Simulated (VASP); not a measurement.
# Ca in VASP: a series of runs

Runs on Ca. Level: PBEsol. Tasks: single point.

All numbers are computed with VASP 6.6.1; they aren't measurements. Logs are shortened: lines on timing, memory, paths and dates and some standing lists are left out, and cuts for length are marked.

## Step 1: The cell of the first run

The typed cell holds 2 atoms: a = 3.955 Å, b = 3.902 Å, c = 6.458 Å, α = 89.01°, β = 90.42°, γ = 120.10°.

## Step 2: Single point, PBEsol (atoms moved at random and the cell strained at random)

File INCAR:

```
SYSTEM = Ca
PREC     = Accurate       ! precision mode
ENCUT    = 520            ! plane-wave cutoff, eV
EDIFF    = 1E-6           ! SCF threshold, eV
ISMEAR   = 0              ! smearing method
SIGMA    = 0.1            ! smearing width, eV
LREAL    = .FALSE.        ! projectors in reciprocal space
LASPH    = .TRUE.         ! aspherical terms in the spheres
NELM     = 60             ! most SCF steps
ALGO     = Fast           ! electronic algorithm
ISIF     = 2              ! what is computed and relaxed
LWAVE    = .FALSE.        ! write WAVECAR
LCHARG   = .FALSE.        ! write CHGCAR
GGA      = PS             ! functional
NBANDS   = 17             ! bands
```

File KPOINTS:

```
regular mesh
0
G
  8 8 6
  0 0 0
```

File POSCAR:

```
Ca
1.0
    1.9878187586     -3.4190848339     -0.0145372383
    1.9343703722      3.3880549926      0.0336219715
    0.0315086931      0.0461602981      6.4572989861
Ca
2
Direct
    0.8297857549      0.1571558904      0.2517191276
    0.1718631564      0.8350194344      0.7524883686
```

Potentials or basis: VASP PAW PBE potentials, release 64 (Ca_sv).

Launch:

```console
$ cat potpaw_PBE.64/Ca_sv/POTCAR > POTCAR
$ mpirun -np 1 vasp_std > vasp.out
```

OUTCAR:

```text
SYSTEM = Ca
   PREC = Accurate
   ENCUT = 520
   EDIFF = 1E-6
   ISMEAR = 0
   LREAL = .FALSE.
   LASPH = .TRUE.
   NELM = 60
   ISIF = 2
   GGA = PS

 ion  position               nearest neighbor table
   1  0.830  0.157  0.252-
   2  0.172  0.835  0.752-

  LATTYP: Found a triclinic cell.
 ALAT       =     3.9015171160
 B/A-ratio  =     1.0053418161
 C/A-ratio  =     1.6551358492
 COS(alpha) =     0.0096880485
 COS(beta)  =     0.0172440533
 COS(gamma) =     0.4889502003

  Lattice vectors:

 A1 = (  -1.9343703722,  -3.3880549926,  -0.0336219715)
 A2 = (  -3.9221891308,   0.0310298413,  -0.0190847332)
 A3 = (  -0.0315086931,  -0.0461602981,  -6.4572989861)

Analysis of symmetry for initial positions (statically):
=====================================================================
 Subroutine PRICEL returns:
 Original cell was already a primitive cell.

 Routine SETGRP: Setting up the symmetry group for a
 triclinic supercell.

 Subroutine GETGRP returns: Found  2 space group operations
 (whereof  1 operations were pure point group operations)
 out of a pool of  2 trial point group operations.

The static configuration has the point symmetry C_1 .
 The point group associated with its full space group is S_2 .

Analysis of symmetry for dynamics (positions and initial velocities):
=====================================================================
 Subroutine PRICEL returns:
 Original cell was already a primitive cell.

 Routine SETGRP: Setting up the symmetry group for a
 triclinic supercell.

 Subroutine GETGRP returns: Found  2 space group operations
 (whereof  1 operations were pure point group operations)
 out of a pool of  2 trial point group operations.

The dynamic configuration has the point symmetry C_1 .
 The point group associated with its full space group is S_2 .

 Subroutine INISYM returns: Found  2 space group operations
 (whereof  1 operations are pure point group operations),
 and found     1 'primitive' translations

----------------------------------------------------------------------------------------

                                     Primitive cell

  volume of cell :      86.1895

  direct lattice vectors                    reciprocal lattice vectors
     1.987818759 -3.419084834 -0.014537238     0.253814207 -0.144910243 -0.000202601
     1.934370372  3.388054993  0.033621972     0.256149176  0.148932188 -0.002314540
     0.031508693  0.046160298  6.457298986    -0.000762313 -0.001101697  0.154875107

  length of vectors
     3.954968502  3.901517116  6.457540845     0.292268150  0.296308208  0.154880902

  position of ions in fractional coordinates (direct lattice)
     0.829785755  0.157155890  0.251719128
     0.171863156  0.835019434  0.752488369

  ion indices of the primitive-cell ions
   primitive index   ion index
                 1           1
                 2           2

----------------------------------------------------------------------------------------

 KPOINTS: regular mesh

Automatic generation of k-mesh.
 Grid dimensions read from file:
 generate k-points for:    8    8    6

 Generating k-lattice:

  Cartesian coordinates                     Fractional coordinates (reciprocal lattice)
     0.031726776 -0.018113780 -0.000025325     0.125000000 -0.000000000 -0.000000000
     0.032018647  0.018616523 -0.000289318    -0.000000000  0.125000000  0.000000000
    -0.000127052 -0.000183616  0.025812518    -0.000000000  0.000000000  0.166666667

  Length of vectors
     0.036533519  0.037038526  0.025813484

  Shift w.r.t. Gamma in fractional coordinates (k-lattice)
     0.000000000  0.000000000  0.000000000

 Subroutine IBZKPT returns following result:
 ===========================================

 Found    196 irreducible k-points:

 Following reciprocal coordinates:
            Coordinates               Weight
  0.000000  0.000000  0.000000      1.000000
  0.125000  0.000000  0.000000      2.000000
  0.250000  0.000000  0.000000      2.000000
  0.375000 -0.000000  0.000000      2.000000
  0.500000  0.000000  0.000000      1.000000
  0.000000  0.125000  0.000000      2.000000
[... 16 lines left out ...]
  0.125000  0.375000  0.000000      2.000000
  0.250000  0.375000  0.000000      2.000000
 [... further k-points ...]
   k-points           NKPTS =    196   k-points in BZ     NKDIM =    196   number of bands    NBANDS=     17
   number of dos      NEDOS =    301   number of ions     NIONS =      2
   total plane-waves  NPLWV =  43200
   dimension x,y,z NGX =    30 NGY =   30 NGZ =   48
   dimension x,y,z NGXF=    60 NGYF=   60 NGZF=   96
   ions per type =               2
   NGX,Y,Z   is equivalent  to a cutoff of  12.61, 12.78, 12.36 a.u.
   NGXF,Y,Z  is equivalent  to a cutoff of  25.22, 25.57, 24.71 a.u.
 SYSTEM =  Ca
   PREC   = accura    normal or accurate (medium, high low for compatibility)
   ISTART =      0    job   : 0-new  1-cont  2-samecut
   ICHARG =      2    charge: 1-file 2-atom 10-const
   ISPIN  =      1    spin polarized calculation?
   LNONCOLLINEAR =      F non collinear calculations
   LSORBIT =      F    spin-orbit coupling
   LASPH  =      T    aspherical Exc in radial PAW
   ENCUT  =  520.0 eV  38.22 Ry    6.18 a.u.   7.35  7.25 12.01*2*pi/ulx,y,z
   NELM   =     60;   NELMIN=  2; NELMDL= -5     # of ELM steps
   EDIFF  = 0.1E-05   stopping-criterion for ELM
   LREAL  =      F    real-space projection
   EDIFFG = 0.1E-04   stopping-criterion for IOM
   NSW    =      0    number of steps for IOM
   IBRION =     -1    ionic relax: 0-MD 1-quasi-New 2-CG
   NFREE  =      0    steps in history (QN), initial steepest desc. (CG)
   ISIF   =      2    stress and relaxation
   ISYM   =      2    0-nonsym 1-usesym 2-fastsym
   POTIM  = 0.5000    time-step for ionic-motion
   TEBEG  =    0.0;   TEEND  =   0.0 temperature during run
   PSTRESS=    0.0 pullay stress
   NELECT =      20.0000    total number of electrons
   NUPDOWN=      -1.0000    fix difference up-down
   EMIN   =  10.00;   EMAX   =-10.00  energy-range for DOS
   EFERMI =   0.00;   METHOD = LEGACY
   ISMEAR =     0;   SIGMA  =   0.10  broadening in eV -4-tet -1-fermi 0-gaus
   EFERMI_NEDOS =   21; number of points for ismear=-14 and -15
   IALGO  =     68    algorithm
   IMIX   =      4    mixing-type and parameters
     AMIX     =   0.40;   BMIX     =  1.00
     AMIX_MAG =   1.60;   BMIX_MAG =  1.00
  volume/ion in A,a.u.               =      43.09       290.82
  Fermi-wavevector in a.u.,A,eV,Ry     =   1.006005  1.901073 13.769711  1.012045
  Thomas-Fermi vector in A             =   2.138720
   LORBIT       =      0    0 simple, 1 ext, 2 COOP (PROOUT), +10 PAW based schemes
   GGA     = PS    functional components
   LHFCALC =     F    Hartree Fock is set to
   AEXX    =    0.0000 exact exchange contribution
   IVDW    =     0    specifies the selected vdW correction
   LEPSILON=     F    determine dielectric tensor
   LRPA    =     F    only Hartree local field effects (RPA)
 non-spin polarized calculation
 RMM-DIIS sequential band-by-band and
 Gauss-broadening in eV      SIGMA  =   0.10
  energy-cutoff  :      520.00
  volume of cell :       86.19
 maximum number of plane-waves:      2350
 NGX is ok and might be reduce to    30
   NGX = 15   NGY = 15   NGZ = 25

 number of electron      20.0000001 magnetization

 Free energy of the ion-electron system (eV)
  ---------------------------------------------------
  ext. energy  EPLUGINS =         0.00000000
  ---------------------------------------------------
  free energy    TOTEN  =        -4.25925986 eV

  energy without entropy =       -4.25084200  energy(sigma->0) =       -4.25505093

 E-fermi :   1.8751     XC(G=0):  -7.7440

 val. band max:        1.8750504812   @ k =  -0.3750   0.1250  -0.0000
 cond. band min:       1.8836694973   @ k =   0.2500   0.5000   0.1667
 fundamental gap:      0.0086190161
 Fermi energy:         1.8750540679

 k-point     1 :       0.0000    0.0000    0.0000
  band No.  band energies     occupation
      1     -40.0778      2.00000
      2     -40.0656      2.00000
      3     -21.1953      2.00000
      4     -21.0938      2.00000
      5     -21.0897      2.00000
      6     -21.0753      2.00000
[... 9 lines left out ...]
     16       4.4413      0.00000
     17       4.8372      0.00000

 k-point     2 :       0.1250    0.0000    0.0000
  band No.  band energies     occupation
      1     -40.0762      2.00000
      2     -40.0648      2.00000
      3     -21.1889      2.00000
      4     -21.1078      2.00000
      5     -21.0945      2.00000
      6     -21.0901      2.00000
[... 9 lines left out ...]
     16       4.5043      0.00000
     17       4.6198      0.00000

 k-point     3 :       0.2500    0.0000    0.0000
  band No.  band energies     occupation
      1     -40.0721      2.00000
      2     -40.0631      2.00000
      3     -21.1720      2.00000
      4     -21.1426      2.00000
      5     -21.1255      2.00000
      6     -21.1048      2.00000
[... 9 lines left out ...]
     16       4.7037      0.00000
     17       4.8188      0.00000

 k-point     4 :       0.3750   -0.0000    0.0000
  band No.  band energies     occupation
      1     -40.0676      2.00000
      2     -40.0617      2.00000
      3     -21.1778      2.00000
      4     -21.1599      2.00000
      5     -21.1507      2.00000
      6     -21.1145      2.00000
[... 9 lines left out ...]
     16       5.2382      0.00000
     17       5.5722      0.00000

 k-point     5 :       0.5000    0.0000    0.0000
  band No.  band energies     occupation
      1     -40.0653      2.00000
      2     -40.0615      2.00000
      3     -21.1925      2.00000
      4     -21.1739      2.00000
      5     -21.1384      2.00000
      6     -21.1181      2.00000
[... 9 lines left out ...]
     16       5.8522      0.00000
     17       5.9202      0.00000

 k-point     6 :       0.0000    0.1250    0.0000
  band No.  band energies     occupation
      1     -40.0761      2.00000
      2     -40.0647      2.00000
      3     -21.1889      2.00000
      4     -21.1052      2.00000
      5     -21.0985      2.00000
      6     -21.0892      2.00000
[... 9 lines left out ...]
     16       4.5291      0.00000
     17       4.5821      0.00000

 k-point     7 :       0.1250    0.1250    0.0000
  band No.  band energies     occupation
      1     -40.0732      2.00000
      2     -40.0634      2.00000
      3     -21.1773      2.00000
      4     -21.1281      2.00000
      5     -21.1202      2.00000
      6     -21.1004      2.00000
[... 9 lines left out ...]
     16       4.5332      0.00000
     17       4.6505      0.00000

 k-point     8 :       0.2500    0.1250    0.0000
  band No.  band energies     occupation
      1     -40.0688      2.00000
      2     -40.0618      2.00000
      3     -21.1612      2.00000
      4     -21.1580      2.00000
      5     -21.1496      2.00000
      6     -21.1144      2.00000
[... 9 lines left out ...]
     16       4.8794      0.00000
     17       5.2272      0.00000
[... 203 lines left out ...]
      1     -40.0689      2.00000
      2     -40.0619      2.00000
      3     -21.1604      2.00000
      4     -21.1564      2.00000
      5     -21.1473      2.00000
      6     -21.1164      2.00000
[... 9 lines left out ...]
     16       4.8471      0.00000
     17       5.3034      0.00000

 k-point    20 :      -0.2500    0.2500   -0.0000
  band No.  band energies     occupation
      1     -40.0719      2.00000
      2     -40.0629      2.00000
      3     -21.1720      2.00000
      4     -21.1425      2.00000
      5     -21.1257      2.00000
      6     -21.1068      2.00000
[... 9 lines left out ...]
     16       4.6958      0.00000
     17       4.7900      0.00000

 k-point    21 :      -0.1250    0.2500   -0.0000
  band No.  band energies     occupation
      1     -40.0731      2.00000
      2     -40.0632      2.00000
      3     -21.1772      2.00000
      4     -21.1284      2.00000
      5     -21.1214      2.00000
      6     -21.1012      2.00000
[... 9 lines left out ...]
     16       4.5256      0.00000
     17       4.7760      0.00000

 k-point    22 :      -0.0000    0.3750    0.0000
  band No.  band energies     occupation
      1     -40.0670      2.00000
      2     -40.0609      2.00000
      3     -21.1806      2.00000
      4     -21.1615      2.00000
      5     -21.1509      2.00000
      6     -21.1208      2.00000
[... 9 lines left out ...]
     16       5.2270      0.00000
     17       5.4605      0.00000

 k-point    23 :       0.1250    0.3750    0.0000
  band No.  band energies     occupation
      1     -40.0649      2.00000
      2     -40.0606      2.00000
      3     -21.1876      2.00000
      4     -21.1685      2.00000
      5     -21.1394      2.00000
      6     -21.1310      2.00000
[... 9 lines left out ...]
     16       5.3377      0.00000
     17       5.7944      0.00000

 k-point    24 :       0.2500    0.3750    0.0000
  band No.  band energies     occupation
      1     -40.0630      2.00000
      2     -40.0610      2.00000
      3     -21.1793      2.00000
      4     -21.1600      2.00000
      5     -21.1492      2.00000
      6     -21.1265      2.00000
[... 9 lines left out ...]
     16       5.3922      0.00000
     17       5.6616      0.00000

 [... further k-points ...]

------------------------ aborting loop because EDIFF is reached ----------------------------------------

  FORCE on cell =-STRESS in cart. coord.  units (eV):
  Direction    XX          YY          ZZ          XY          YZ          ZX
  --------------------------------------------------------------------------------------
  -------------------------------------------------------------------------------------
  Total       -0.4719594     -0.4818221     -0.5026325      0.0886297     -0.0526307     -0.0353274
  in kB       -8.7732527     -8.9565895     -9.3434336      1.6475374     -0.9783520     -0.6567010
  external PRESSURE =      -9.0244253 kB  Pullay stress =       0.0000000 kB

 VOLUME and BASIS-vectors are now :
 -----------------------------------------------------------------------------
  energy-cutoff  :      520.00
  volume of cell :       86.19
      direct lattice vectors                 reciprocal lattice vectors
     1.987818759 -3.419084834 -0.014537238     0.253814207 -0.144910243 -0.000202601
     1.934370372  3.388054993  0.033621972     0.256149176  0.148932188 -0.002314540
     0.031508693  0.046160298  6.457298986    -0.000762313 -0.001101697  0.154875107

 POSITION                                       TOTAL-FORCE (eV/Angst)
 -----------------------------------------------------------------------------------
      1.96139     -2.29304      1.61865        -0.001274      0.000942      0.006997
      1.98058      2.27621      4.88462         0.001274     -0.000942     -0.006997
 -----------------------------------------------------------------------------------
    total drift:                                0.000003      0.000010     -0.000028

  FREE ENERGIE OF THE ION-ELECTRON SYSTEM (eV)
  ---------------------------------------------------
  free  energy   TOTEN  =        -4.2592598637 eV

  energy  without entropy=       -4.2508419973  energy(sigma->0) =       -4.25505093
```

Wall time 4.4 min (1 thread of Intel Xeon Platinum 8375C at 2.90GHz (Ice Lake), shared host); peak memory 0.37 GiB.

Results:

```yaml
Free_energy: -4.2593 eV
Pressure: -0.9 GPa
Largest_force: 0.007 eV/Å
Band_gap_on_the_k_mesh: zero (bands 10 and 11 overlap by 0.51 eV)
```

Forces in eV/Å, atoms in the order of the input:
```
Ca  -0.001  0.001  0.007
Ca   0.001 -0.001 -0.007
```

Stress tensor (GPa, compression positive):
```
-0.88  0.16 -0.07
 0.16 -0.90 -0.10
-0.07 -0.10 -0.93
```

Caveat: the cell differs from its parent crystal (atoms moved at random and the cell strained at random); the PAW data sets were made with another functional, which shifts forces and pressure a little.

## Step 3: Single point, PBEsol

File INCAR:

```
ALGO = Fast
EDIFF = 1E-6
ENCUT = 520
GGA = PS
ISIF = 2
ISMEAR = 0
LASPH = True
LCHARG = False
LREAL = False
LWAVE = False
NBANDS = 17
NELM = 60
PREC = Accurate
SIGMA = 0.1
```

File KPOINTS:

```
k-points
0
Gamma
  8 8 6
```

POSCAR is that of step 2.

Potentials or basis: VASP PAW PBE potentials, release 64 (Ca_sv).

Launch:

```console
$ cat potpaw_PBE.64/Ca_sv/POTCAR > POTCAR
$ mpirun -np 1 vasp_std > vasp.out
```

Wall time 4.4 min (1 thread of Intel Xeon Platinum 8375C at 2.90GHz (Ice Lake), shared host); peak memory 0.37 GiB.

It converged, with:

```yaml
Free_energy: -4.2593 eV
Pressure: -0.9 GPa
Largest_force: 0.007 eV/Å
Band_gap_on_the_k_mesh: zero (bands 10 and 11 overlap by 0.51 eV)
```

Forces on the atoms (eV/Å):
```
Ca  -0.001  0.001  0.007
Ca   0.001 -0.001 -0.007
```

Stress tensor (GPa, compression positive):
```
-0.88  0.16 -0.07
 0.16 -0.90 -0.10
-0.07 -0.10 -0.93
```

Levels at points of the mesh, in eV from the Fermi level:
```csv
k point,band 6,band 7,band 8,band 9,band 10,band 11,band 12,band 13,band 14,band 15
"(0.00, 0.00, 0.00)",-22.95,-22.95,-22.94,-4.06,-1.09,-0.26,2.15,2.18,2.30,2.48
"(0.50, 0.00, 0.00)",-22.99,-22.97,-22.97,-1.18,-0.76,0.20,0.36,1.25,1.78,2.21
"(0.00, 0.50, 0.00)",-23.00,-22.97,-22.97,-1.13,-0.67,0.18,0.34,1.38,1.89,2.10
"(0.50, 0.50, 0.00)",-23.00,-22.97,-22.97,-1.15,-0.73,0.19,0.35,1.29,1.83,2.17
"(0.00, 0.00, 0.50)",-22.96,-22.96,-22.96,-3.07,-3.07,1.32,1.33,2.16,2.17,2.27
"(0.50, 0.00, 0.50)",-22.98,-22.98,-22.98,-0.74,-0.74,0.03,0.04,1.36,1.38,2.83
"(0.00, 0.50, 0.50)",-22.99,-22.98,-22.98,-0.71,-0.66,0.04,0.12,1.40,1.45,2.75
"(0.50, 0.50, 0.50)",-22.98,-22.98,-22.97,-0.75,-0.70,0.02,0.09,1.36,1.42,2.79
```

Caveat: the PAW data sets were made with another functional, which shifts forces and pressure a little.

[end of part 1 of 2]
